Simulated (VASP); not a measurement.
# SiC (P6_3mc) in VASP: single point with PBE

Aim: the single point of SiC with PBE.

All numbers are computed with VASP 6.6.1; they aren't measurements. Logs are shortened: lines on timing, memory, paths and dates and some standing lists are left out, and cuts for length are marked.

### 1 The cell of the first run

It takes space group P6_3mc (No. 186, hexagonal). Conventional cell: a = 3.138 Å, b = 3.138 Å, c = 5.048 Å, α = 90.00°, β = 90.00°, γ = 120.00°. Within 2.5 Å of Si (site symmetry 3m) lie 4 C at 1.90 to 1.94 Å. C (site symmetry 3m) has 4 Si at 1.90 to 1.94 Å within 2.5 Å.

### 2 Single point, PBE (equal xx and yy strain of +2 %)

INCAR

```
PREC = Accurate
ENCUT = 520
EDIFF = 1E-6
ISMEAR = -1
SIGMA = 0.08
LREAL = False
LASPH = True
NELM = 60
ALGO = Normal
ISIF = 2
LWAVE = False
LCHARG = False
GGA = PE
NBANDS = 16
```

KPOINTS

```
regular mesh
0
Gamma
  15 15 8
```

POSCAR

```
SiC
1.0
    3.1375181705      0.0000000000      0.0000000000
   -1.5687590853      2.7171704406      0.0000000000
    0.0000000000      0.0000000000      5.0480000000
Si C
2 2
Direct
    0.3333333333      0.6666666667      0.0000000000
    0.6666666667      0.3333333333      0.5000000000
    0.3333333333      0.6666666667      0.3850000000
    0.6666666667      0.3333333333      0.8850000000
```

Potentials or basis: VASP PAW PBE potentials, release 64 (Si, C).

Run with:

```console
$ cat potpaw_PBE.64/Si/POTCAR potpaw_PBE.64/C/POTCAR > POTCAR
$ mpirun -np 1 vasp_std > vasp.out
```

OUTCAR:

```text
PREC = Accurate
   ENCUT = 520
   EDIFF = 1E-6
   ISMEAR = -1
   LREAL = False
   LASPH = True
   NELM = 60
   ISIF = 2
   GGA = PE

 ion  position               nearest neighbor table
   1  0.333  0.667  0.000-   4 1.90   4 1.90   4 1.90   3 1.94   2 3.11   2 3.11   2 3.11   2 3.11
                             2 3.11   2 3.11
   2  0.667  0.333  0.500-   3 1.90   3 1.90   3 1.90   4 1.94   1 3.11   1 3.11   1 3.11   1 3.11
                             1 3.11   1 3.11
   3  0.333  0.667  0.385-   2 1.90   2 1.90   2 1.90   1 1.94
   4  0.667  0.333  0.885-   1 1.90   1 1.90   1 1.90   2 1.94

  LATTYP: Found a hexagonal cell.
 ALAT       =     3.1375181705
 C/A-ratio  =     1.6089149849

  Lattice vectors:

 A1 = (   3.1375181705,   0.0000000000,   0.0000000000)
 A2 = (  -1.5687590853,   2.7171704406,   0.0000000000)
 A3 = (   0.0000000000,   0.0000000000,   5.0480000000)

Analysis of symmetry for initial positions (statically):
=====================================================================
 Subroutine PRICEL returns:
 Original cell was already a primitive cell.

 Routine SETGRP: Setting up the symmetry group for a
 hexagonal supercell.

 Subroutine GETGRP returns: Found 12 space group operations
 (whereof  6 operations were pure point group operations)
 out of a pool of 24 trial point group operations.

The static configuration has the point symmetry C_3v.
 The point group associated with its full space group is C_6v.

Analysis of symmetry for dynamics (positions and initial velocities):
=====================================================================
 Subroutine PRICEL returns:
 Original cell was already a primitive cell.

 Routine SETGRP: Setting up the symmetry group for a
 hexagonal supercell.

 Subroutine GETGRP returns: Found 12 space group operations
 (whereof  6 operations were pure point group operations)
 out of a pool of 24 trial point group operations.

The dynamic configuration has the point symmetry C_3v.
 The point group associated with its full space group is C_6v.

 Subroutine INISYM returns: Found 12 space group operations
 (whereof  6 operations are pure point group operations),
 and found     1 'primitive' translations
[... 94 lines left out ...]
   LNONCOLLINEAR =      F non collinear calculations
   LSORBIT =      F    spin-orbit coupling
   LASPH  =      T    aspherical Exc in radial PAW
   ENCUT  =  520.0 eV  38.22 Ry    6.18 a.u.   5.83  5.83  9.39*2*pi/ulx,y,z
   NELM   =     60;   NELMIN=  2; NELMDL= -5     # of ELM steps
   EDIFF  = 0.1E-05   stopping-criterion for ELM
   LREAL  =      F    real-space projection
   EDIFFG = 0.1E-04   stopping-criterion for IOM
   NSW    =      0    number of steps for IOM
   IBRION =     -1    ionic relax: 0-MD 1-quasi-New 2-CG
   NFREE  =      0    steps in history (QN), initial steepest desc. (CG)
   ISIF   =      2    stress and relaxation
   ISYM   =      2    0-nonsym 1-usesym 2-fastsym
   POTIM  = 0.5000    time-step for ionic-motion
   TEBEG  =    0.0;   TEEND  =   0.0 temperature during run
   PSTRESS=    0.0 pullay stress
   NELECT =      16.0000    total number of electrons
   NUPDOWN=      -1.0000    fix difference up-down
   EMIN   =  10.00;   EMAX   =-10.00  energy-range for DOS
   EFERMI =   0.00;   METHOD = LEGACY
   ISMEAR =    -1;   SIGMA  =   0.08  broadening in eV -4-tet -1-fermi 0-gaus
   EFERMI_NEDOS =   21; number of points for ismear=-14 and -15
   IALGO  =     38    algorithm
   IMIX   =      4    mixing-type and parameters
     AMIX     =   0.40;   BMIX     =  1.00
     AMIX_MAG =   1.60;   BMIX_MAG =  1.00
  volume/ion in A,a.u.               =      10.76        72.60
  Fermi-wavevector in a.u.,A,eV,Ry     =   1.177174  2.224536 18.854119  1.385739
  Thomas-Fermi vector in A             =   2.313525
   LORBIT       =      0    0 simple, 1 ext, 2 COOP (PROOUT), +10 PAW based schemes
   GGA     = PE    functional components
   LHFCALC =     F    Hartree Fock is set to
   AEXX    =    0.0000 exact exchange contribution
   IVDW    =     0    specifies the selected vdW correction
   LEPSILON=     F    determine dielectric tensor
   LRPA    =     F    only Hartree local field effects (RPA)
 non-spin polarized calculation
  energy-cutoff  :      520.00
  volume of cell :       43.04
 maximum number of plane-waves:      1182
 NGX is ok and might be reduce to    24
   NGX = 11   NGY = 11   NGZ = 19

 number of electron      16.0000001 magnetization

 Free energy of the ion-electron system (eV)
  ---------------------------------------------------
  ext. energy  EPLUGINS =         0.00000000
  ---------------------------------------------------
  free energy    TOTEN  =       -30.05616576 eV

  energy without entropy =      -30.05616575  energy(sigma->0) =      -30.05616576

 E-fermi :   9.1638     XC(G=0): -11.1758

 val. band max:        8.0388576763   @ k =   0.0000   0.0000   0.0000
 cond. band min:      10.3652873830   @ k =   0.4667   0.0000   0.0000
 fundamental gap:      2.3264297067
 Fermi energy:         9.1638447595

 k-point     1 :       0.0000    0.0000    0.0000
  band No.  band energies     occupation
      1      -7.4423      2.00000
      2      -3.9240      2.00000
      3      -0.4725      2.00000
      4       6.3237      2.00000
      5       6.3237      2.00000
      6       7.6831      2.00000
[... 433 lines left out ...]
      3       0.6405      2.00000
      4       1.8277      2.00000
      5       2.2728      2.00000
      6       3.3072      2.00000
[... 8 lines left out ...]
     15      18.9060      0.00000
     16      19.2608      0.00000

 [... further k-points ...]

------------------------ aborting loop because EDIFF is reached ----------------------------------------

  FORCE on cell =-STRESS in cart. coord.  units (eV):
  Direction    XX          YY          ZZ          XY          YZ          ZX
  --------------------------------------------------------------------------------------
  -------------------------------------------------------------------------------------
  Total       -1.8850257     -1.8850257     -0.2658868      0.0000000     -0.0000000      0.0000000
  in kB      -70.1787091    -70.1787091     -9.8988522      0.0000000     -0.0000000      0.0000000
  external PRESSURE =     -50.0854234 kB  Pullay stress =       0.0000000 kB

 VOLUME and BASIS-vectors are now :
 -----------------------------------------------------------------------------
  energy-cutoff  :      520.00
  volume of cell :       43.04
      direct lattice vectors                 reciprocal lattice vectors
     3.137518170  0.000000000  0.000000000     0.318723254  0.184014956  0.000000000
    -1.568759085  2.717170441  0.000000000     0.000000000  0.368029913  0.000000000
     0.000000000  0.000000000  5.048000000     0.000000000  0.000000000  0.198098257

 POSITION                                       TOTAL-FORCE (eV/Angst)
 -----------------------------------------------------------------------------------
     -0.00000      1.81145      0.00000         0.000000      0.000000      0.571327
      1.56876      0.90572      2.52400        -0.000000     -0.000000      0.571327
     -0.00000      1.81145      1.94348        -0.000000     -0.000000     -0.571327
      1.56876      0.90572      4.46748        -0.000000      0.000000     -0.571327
 -----------------------------------------------------------------------------------
    total drift:                               -0.000000      0.000000      0.000231

  FREE ENERGIE OF THE ION-ELECTRON SYSTEM (eV)
  ---------------------------------------------------
  free  energy   TOTEN  =       -30.0561657617 eV

  energy  without entropy=      -30.0561657499  energy(sigma->0) =      -30.05616576
```

OSZICAR:

```text
N       E                     dE             d eps       ncg     rms          rms(c)
DAV:   1     0.264464685781E+02    0.26446E+02   -0.70501E+03  4320   0.887E+02
DAV:   2    -0.309347238101E+02   -0.57381E+02   -0.52223E+02  6232   0.158E+02
DAV:   3    -0.335528080736E+02   -0.26181E+01   -0.26070E+01  5704   0.308E+01
DAV:   4    -0.335732102119E+02   -0.20402E-01   -0.20399E-01  5256   0.335E+00
DAV:   5    -0.335734210776E+02   -0.21087E-03   -0.21086E-03  5592   0.321E-01    0.119E+01
DAV:   6    -0.301211683572E+02    0.34523E+01   -0.63265E+00  5496   0.153E+01    0.530E+00
DAV:   7    -0.300729186881E+02    0.48250E-01   -0.10273E+00  6208   0.587E+00    0.240E+00
DAV:   8    -0.300572179803E+02    0.15701E-01   -0.43590E-02  4848   0.136E+00    0.599E-01
DAV:   9    -0.300557789988E+02    0.14390E-02   -0.74371E-03  5624   0.578E-01    0.126E-01
DAV:  10    -0.300561333611E+02   -0.35436E-03   -0.10968E-03  5248   0.189E-01    0.589E-02
DAV:  11    -0.300561638426E+02   -0.30481E-04   -0.11400E-04  4944   0.743E-02    0.137E-02
DAV:  12    -0.300561650842E+02   -0.12416E-05   -0.77973E-06  5696   0.177E-02    0.396E-03
DAV:  13    -0.300561657617E+02   -0.67750E-06   -0.49628E-07  3816   0.471E-03
   1 F= -.30056166E+02 E0= -.30056166E+02  d E =-.117880E-07
```

It took 58 s on 1 thread of AMD EPYC 7R43 (Zen 3), shared host; peak memory 0.17 GiB.

What came out:

| Property | Result |
| --- | --- |
| Free energy | -30.0562 eV |
| Pressure | -5.0 GPa |
| Largest force | 0.571 eV/Å |
| Band gap on the k mesh | 2.33 eV (least direct gap 3.82 eV) |

Forces in eV/Å, atoms in the order of the input:
```
Si   0.000  0.000  0.571
Si   0.000  0.000  0.571
C    0.000  0.000 -0.571
C    0.000  0.000 -0.571
```

Caveat: the cell differs from its parent crystal (equal xx and yy strain of +2 %); the cell stands under tension; an odd mesh through Γ misses points on the zone boundary, where band edges can lie.
